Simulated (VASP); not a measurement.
Input of a VASP 6.6.1 run:

File INCAR:

```
ALGO     = Normal         # electronic algorithm
EDIFF    = 1E-6           # SCF threshold, eV
ENCUT    = 520            # plane-wave cutoff, eV
GGA      = PE             # functional
ISIF     = 2              # what is computed and relaxed
ISMEAR   = 0              # smearing method
ISPIN    = 2              # spin polarisation
LASPH    = True           # aspherical terms in the spheres
LCHARG   = True           # write CHGCAR
LELF     = True           # ELF
LMAXMIX  = 4              # l up to which the mixer works
LORBIT   = 11             # projections on sites
LREAL    = False          # projectors in reciprocal space
LVHAR    = True         
LWAVE    = False          # write WAVECAR
MAGMOM   = 0 0 0 0 0 0    # initial moments
NBANDS   = 37             # bands
NELM     = 150            # most SCF steps
PREC     = Accurate       # precision mode
SIGMA    = 0.1            # smearing width, eV
```

KPOINTS

```
k-points
0
Gamma
  6 6 2
```

Contents of POSCAR:

```
HfWS4
1.0
    4.3105649341      0.0000000032      0.0000000000
   -2.1552824698      3.7330587360      0.0000000000
    0.0000000000      0.0000000000      5.9000303166
Hf W S
1 1 4
Direct
    0.0000000000      0.0000000000      0.5000000000
    0.0000000000      0.0000000000      0.0000000000
    0.3333333333      0.6666666667      0.7608032458
    0.3333333333      0.6666666667      0.2391967542
    0.6666666667      0.3333333333      0.7608032458
    0.6666666667      0.3333333333      0.2391967542
```

Potentials or basis: VASP PAW PBE potentials, release 64 (Hf_pv, W_sv, S).

Run with:

```console
$ cat potpaw_PBE.64/Hf_pv/POTCAR potpaw_PBE.64/W_sv/POTCAR potpaw_PBE.64/S/POTCAR > POTCAR
$ mpirun -np 1 vasp_std > vasp.out
```

Question: What does it give for the largest force?

Answer: 0.017 eV/Å.

Question: Estimate the pressure.

Answer: -0.4 GPa.

Question: What does it give for the net moment?

Answer: 0.00 μB per cell.

Question: Estimate the band gap on the k mesh.

Answer: Zero (filled and empty bands overlap).

Stress tensor (GPa, compression positive):
```
-0.49  0.00  0.00
 0.00 -0.49  0.00
 0.00  0.00 -0.36
```

Caveat: the k points lie up to 0.53 Å⁻¹ apart, too coarse for converged energies and pressures of a metal; spin-orbit coupling is left out, which moves the levels of the heavy elements.
